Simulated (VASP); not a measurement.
# Si2W (P6_222) in VASP: notebook, part 2 of 2

VASP 6.6.1. The steps go on from the part before.

### 4 Single point, LDA (c/a of the conventional cell at fixed volume 1.3274)

Contents of INCAR:

```
ALGO = Normal
EDIFF = 1E-7
ENCUT = 520
ISIF = 2
ISMEAR = 0
LASPH = True
LCHARG = False
LREAL = False
LWAVE = False
NBANDS = 43
NELM = 100
PREC = Accurate
SIGMA = 0.03
```

Contents of KPOINTS:

```
k-points
0
Gamma
  9 9 6
```

Contents of POSCAR:

```
Si2W
1.0
    4.6797998650      0.0000000000      0.0000000000
   -2.3398999325      4.0528255677      0.0000000000
    0.0000000000      0.0000000000      6.2119663407
Si W
6 3
Direct
    0.8255546399      0.6511092798      0.5000000000
    0.1744453601      0.8255546399      0.8333333333
    0.6511092798      0.8255546399      0.1666666667
    0.1744453601      0.3488907202      0.5000000000
    0.8255546399      0.1744453601      0.8333333333
    0.3488907202      0.1744453601      0.1666666667
    0.0000000000      0.5000000000      0.1666666667
    0.5000000000      0.5000000000      0.8333333333
    0.5000000000      0.0000000000      0.5000000000
```

Potentials or basis: VASP PAW LDA potentials, release 64 (Si, W_sv).

Launch:

```sh
$ cat potpaw_LDA.64/Si/POTCAR potpaw_LDA.64/W_sv/POTCAR > POTCAR
$ mpirun -np 1 vasp_std > vasp.out
```

OUTCAR:

```text
EDIFF = 1E-7
   ENCUT = 520
   ISIF = 2
   ISMEAR = 0
   LASPH = True
   LREAL = False
   NELM = 100
   PREC = Accurate

 ion  position               nearest neighbor table
   1  0.826  0.651  0.500-   7 2.46   8 2.46   2 2.51   3 2.51   9 2.64   4 2.64   4 2.64   9 2.73
                             9 2.73   4 2.83   6 3.04   5 3.04
   2  0.174  0.826  0.833-   9 2.46   7 2.46   1 2.51   6 2.51   8 2.64   5 2.64   5 2.64   8 2.73
                             8 2.73   5 2.83   4 3.04   3 3.04
   3  0.651  0.826  0.167-   9 2.46   8 2.46   1 2.51   5 2.51   7 2.64   6 2.64   6 2.64   7 2.73
                             7 2.73   6 2.83   4 3.04   2 3.04
   4  0.174  0.349  0.500-   7 2.46   8 2.46   5 2.51   6 2.51   9 2.64   1 2.64   1 2.64   9 2.73
[... 1334 lines left out ...]
  external PRESSURE =      58.9028039 kB  Pullay stress =       0.0000000 kB

 VOLUME and BASIS-vectors are now :
 -----------------------------------------------------------------------------
  energy-cutoff  :      520.00
  volume of cell :      117.82
      direct lattice vectors                 reciprocal lattice vectors
     4.679799865  0.000000000  0.000000000     0.213684352  0.123370718  0.000000000
    -2.339899932  4.052825568  0.000000000     0.000000000  0.246741436  0.000000000
     0.000000000  0.000000000  6.211966341     0.000000000  0.000000000  0.160979623

 POSITION                                       TOTAL-FORCE (eV/Angst)
 -----------------------------------------------------------------------------------
      2.33990      2.63883      3.10598         0.000000      1.359928     -0.000000
     -1.11535      3.34583      5.17664        -1.177732      0.679964     -0.000000
      1.11535      3.34583      1.03533         1.177732      0.679964      0.000000
      0.00000      1.41399      3.10598         0.000000     -1.359928     -0.000000
      3.45525      0.70700      5.17664         1.177732     -0.679964     -0.000000
      1.22455      0.70700      1.03533        -1.177732     -0.679964      0.000000
     -1.16995      2.02641      1.03533         0.000000      0.000000     -0.000000
      1.16995      2.02641      5.17664         0.000000      0.000000      0.000000
      2.33990      0.00000      3.10598         0.000000      0.000000      0.000000
 -----------------------------------------------------------------------------------
    total drift:                                0.000000     -0.000000      0.000000

  FREE ENERGIE OF THE ION-ELECTRON SYSTEM (eV)
  ---------------------------------------------------
  free  energy   TOTEN  =       -80.5601462489 eV

  energy  without entropy=      -80.5601439296  energy(sigma->0) =      -80.56014509
```

OSZICAR:

```text
N       E                     dE             d eps       ncg     rms          rms(c)
DAV:   1     0.639812603485E+03    0.63981E+03   -0.34974E+04  4264   0.158E+03
DAV:   2    -0.425566865829E+02   -0.68237E+03   -0.65806E+03  4426   0.453E+02
DAV:   3    -0.818107669302E+02   -0.39254E+02   -0.37980E+02  5108   0.100E+02
DAV:   4    -0.828861005834E+02   -0.10753E+01   -0.10632E+01  5032   0.152E+01
DAV:   5    -0.829074820150E+02   -0.21381E-01   -0.21327E-01  5173   0.227E+00    0.477E+01
DAV:   6    -0.809604160064E+02    0.19471E+01   -0.86092E+00  5112   0.146E+01    0.178E+01
DAV:   7    -0.806356441589E+02    0.32477E+00   -0.10281E+00  4957   0.408E+00    0.779E+00
DAV:   8    -0.805622886374E+02    0.73356E-01   -0.17925E-01  5044   0.223E+00    0.521E-01
DAV:   9    -0.805608059687E+02    0.14827E-02   -0.10997E-02  5416   0.464E-01    0.304E-01
DAV:  10    -0.805602084992E+02    0.59747E-03   -0.23745E-03  5191   0.312E-01    0.908E-02
DAV:  11    -0.805601471881E+02    0.61311E-04   -0.30840E-04  5056   0.994E-02    0.356E-02
DAV:  12    -0.805601464134E+02    0.77469E-06   -0.13992E-05  5282   0.189E-02    0.630E-03
DAV:  13    -0.805601462495E+02    0.16383E-06   -0.88774E-07  4952   0.488E-03    0.135E-03
DAV:  14    -0.805601462489E+02    0.59663E-09   -0.38186E-08  2975   0.115E-03
   1 F= -.80560146E+02 E0= -.80560145E+02  d E =-.231932E-05
```

stdout:

```text
POSCAR found type information on POSCAR SiW
 POSCAR found :  2 types and       9 ions
 scaLAPACK will be used
 LDA part: xc-table for (Slater(with rela. corr.)+CA(PZ))
 , standard interpolation
 POSCAR, INCAR and KPOINTS ok, starting setup
 FFT: planning ... GRIDC
 FFT: planning ... GRID_SOFT
 FFT: planning ... GRID
 WAVECAR not read
 entering main loop
```

Run time: 99 s. Hardware: 1 thread of Intel Xeon 6975P-C (Granite Rapids), shared host; peak memory 0.3 GiB.

What came out:

| Property | Result |
| --- | --- |
| Free energy | -80.5601 eV |
| Pressure | 5.9 GPa |
| Largest force | 1.360 eV/Å |
| Band gap on the k mesh | 0.14 eV, indirect (least direct gap 0.35 eV) |

Forces in eV/Å, atoms in the order of the input:
```
Si   0.000  1.360  0.000
Si  -1.178  0.680  0.000
Si   1.178  0.680  0.000
Si   0.000 -1.360  0.000
Si   1.178 -0.680  0.000
Si  -1.178 -0.680  0.000
W    0.000  0.000  0.000
W    0.000  0.000  0.000
W    0.000  0.000  0.000
```

Stress tensor (GPa, compression positive):
```
-3.20  0.00  0.00
 0.00 -3.20  0.00
 0.00  0.00 24.07
```

Caveat: spin-orbit coupling is left out, which moves the levels of the heavy elements; forces of over 1 eV/Å act on the atoms, so gaps and moduli don't describe the material at rest.

### 5 Single point, LDA (c/a of the conventional cell at fixed volume 1.5198)

Contents of INCAR:

```
SYSTEM = Si2W
PREC     = Accurate       ! precision mode
ENCUT    = 520            ! plane-wave cutoff, eV
EDIFF    = 1E-7           ! SCF threshold, eV
ISMEAR   = 0              ! smearing method
SIGMA    = 0.03           ! smearing width, eV
LREAL    = .False.        ! projectors in reciprocal space
LASPH    = .True.         ! aspherical terms in the spheres
NELM     = 80             ! most SCF steps
ALGO     = Normal         ! electronic algorithm
ISIF     = 2              ! what is computed and relaxed
LWAVE    = .False.        ! write WAVECAR
LCHARG   = .False.        ! write CHGCAR
GGA      = CA             ! functional
NBANDS   = 43             ! bands
```

Contents of KPOINTS:

```
Automatic mesh
0
Gamma
  9 9 6
  0 0 0
```

Contents of POSCAR:

```
Si2W
1.0
    4.4733451149      0.0000000000      0.0000000000
   -2.2366725575      3.8740305094      0.0000000000
    0.0000000000      0.0000000000      6.7985899057
Si W
6 3
Direct
    0.8044091907      0.6088183814      0.5000000000
    0.1955908093      0.8044091907      0.8333333333
    0.6088183814      0.8044091907      0.1666666667
    0.1955908093      0.3911816186      0.5000000000
    0.8044091907      0.1955908093      0.8333333333
    0.3911816186      0.1955908093      0.1666666667
    0.0000000000      0.5000000000      0.1666666667
    0.5000000000      0.5000000000      0.8333333333
    0.5000000000      0.0000000000      0.5000000000
```

Launch:

```sh
$ cat potpaw_LDA.64/Si/POTCAR potpaw_LDA.64/W_sv/POTCAR > POTCAR
$ mpirun -np 1 vasp_std > vasp.out
```

It took 3.3 min on 1 thread of Intel Xeon Platinum 8559C (Emerald Rapids), shared host; peak memory 0.32 GiB.

It converged, with:

```yaml
Free_energy: -78.1852 eV
Pressure: 11.4 GPa
Largest_force: 4.134 eV/Å
Band_gap_on_the_k_mesh: 0.26 eV, indirect (least direct gap 0.79 eV)
```

Forces in eV/Å, atoms in the order of the input:
```
Si   0.000  4.134  0.000
Si  -3.580  2.067  0.000
Si   3.580  2.067  0.000
Si   0.000 -4.134  0.000
Si   3.580 -2.067  0.000
Si  -3.580 -2.067  0.000
W    0.000  0.000  0.000
W    0.000  0.000  0.000
W    0.000  0.000  0.000
```

Stress tensor (GPa, compression positive):
```
18.24  0.00  0.00
 0.00 18.24  0.00
 0.00  0.00 -2.20
```

Levels at points of the mesh, in eV from the valence-band top:
```
           k point  band 31  band 32  band 33  band 34  band 35  band 36
(0.00, 0.00, 0.00)    -1.66    -1.26    -1.15     2.84     2.87     2.87
(0.00, 0.00, 0.50)    -1.09    -1.09    -0.25     1.27     2.23     2.37
```

Caveat: spin-orbit coupling is left out, which moves the levels of the heavy elements; forces of over 1 eV/Å act on the atoms, so gaps and moduli don't describe the material at rest.

### 6 Overview

| cell | gap on the mesh (eV) | pressure (GPa) | largest force (eV/Å) |
| --- | --- | --- | --- |
| a = 4.593, b = 4.593, c = 6.450 Å, angles 90.0, 90.0, 120.0°, 9 atoms | 0.16 | 3.0 | 1.37 |
| a = 4.680, b = 4.680, c = 6.212 Å, angles 90.0, 90.0, 120.0°, 9 atoms | 0.14 | 5.9 | 1.36 |
| a = 4.473, b = 4.473, c = 6.799 Å, angles 90.0, 90.0, 120.0°, 9 atoms | 0.26 | 11.4 | 4.13 |

Some of these runs hold the atoms at other places in the same cell, which the table doesn't show; runs alike in all that it shows share one row.

Alike in all rows: task single point; level LDA; potentials or basis VASP PAW LDA potentials, release 64 (Si, W_sv); no spin polarisation; k mesh 9 × 9 × 6; cutoff (eV) 520; smearing gaussian 0.03 eV.

Caveats: spin-orbit coupling is left out, which moves the levels of the heavy elements; forces of over 1 eV/Å act on the atoms, so gaps and moduli don't describe the material at rest.

Absolute energies hang on the potentials; compare differences alone.
